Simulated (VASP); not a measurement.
Write the native input for VASP 6.6.1 that does the following.

```
Task                   : single point
Functional             : PBE
Potentials or basis    : VASP PAW PBE potentials, release 64 (Mg, S)
Cutoff                 : 520 eV
k mesh                 : 2 × 2 × 2, shifted
Occupations            : gaussian, width 0.1 eV
Spin                   : no spin polarisation
Dipole correction      : no
Further INCAR settings : LREAL = Auto; ALGO = Normal; EDIFF = 1e-06; NBANDS = 46; ISYM = 0
```

The structure of MgS lies in POSCAR:

```
MgS
1.0
    5.2033000000      0.0000000000     -5.2033000000
    0.0000000000      5.2033000000     -5.2033000000
    5.2033000000      5.2033000000      0.0000000000
Mg S
8 8
Direct
    0.5000000000      0.5000000000      0.0000000000
    0.5000000000      0.5000000000      0.5000000000
    0.5000000000      0.0000000000      0.0000000000
    0.5000000000      0.0000000000      0.5000000000
    0.0000000000      0.5000000000      0.0000000000
    0.0000000000      0.5000000000      0.5000000000
    0.0000000000      0.0000000000      0.0000000000
    0.0000000000      0.0000000000      0.5000000000
    0.2500000000      0.2500000000      0.7500000000
    0.2500000000      0.2500000000      0.2500000000
    0.2500000000      0.7500000000      0.7500000000
    0.2500000000      0.7500000000      0.2500000000
    0.7500000000      0.2500000000      0.7500000000
    0.7500000000      0.2500000000      0.2500000000
    0.7500000000      0.7500000000      0.7500000000
    0.7500000000      0.7500000000      0.2500000000
```

These files were run (other wordings do the same):

INCAR

```
SYSTEM = MgS
ALGO = Normal
EDIFF = 1E-6
ENCUT = 520
GGA = PE
ISIF = 2
ISMEAR = 0
ISYM = 0
LASPH = .TRUE.
LCHARG = .TRUE.
LELF = .TRUE.
LREAL = Auto
LVHAR = .TRUE.
LWAVE = .FALSE.
NBANDS = 46
NELM = 60
PREC = Accurate
SIGMA = 0.1
```

KPOINTS

```
Automatic mesh
0
Gamma
  2 2 2
  0.5 0.5 0.5
```

Potentials or basis: VASP PAW PBE potentials, release 64 (Mg, S).

Command:

```sh
$ cat potpaw_PBE.64/Mg/POTCAR potpaw_PBE.64/S/POTCAR > POTCAR
$ mpirun -np 1 vasp_std > vasp.out
```

Results of the run:

```yaml
Pressure: 0.8 GPa
Band_gap_on_the_k_mesh: 3.47 eV
```

It took 6.2 min on 1 thread of Intel Xeon 6975P-C, on a shared host, peak memory 0.47 GiB.
